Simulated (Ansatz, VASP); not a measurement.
# Two plane-wave programs on GaAs

```
CELL_PARAMETERS angstrom
0.00000 2.80788 2.80788
2.80788 0.00000 2.80788
2.80788 2.80788 0.00000
ATOMIC_POSITIONS crystal
Ga 0.00000 0.00000 0.00000
As 0.25000 0.25000 0.25000
```

Change from the starting cell: volume scaled by 0.98, ions relaxed.

Alike in both runs: functional PBE; k mesh 13 × 13 × 13; occupations fermi-dirac, width 0.02 eV; no spin polarisation.

Ansatz relaxed the structure, and its values are those at the end. VASP's run is a single point on that final structure, the one shown.

```csv
,VASP,Ansatz
version,VASP 6.6.1,Ansatz 0.2.0
potentials or method,"VASP PAW PBE potentials, release 64 (Ga_d, As)","plane-wave PAW, scalar-relativistic"
plane-wave cutoff (eV),520,420
valence electrons in the cell,18,28
```

Ansatz gave:

```
pressure (GPa) : 4.9
```

Problem. What did VASP give for the same quantities?

Solution. Pressure (GPa): 5.1.

With one functional, cell and mesh, what is left measures potentials, basis and numerics. VASP's potentials hold 18 valence electrons a cell and Ansatz's 28, so a difference there can come from the potentials and not from the codes. Ansatz's warnings: stress scf threshold loose.
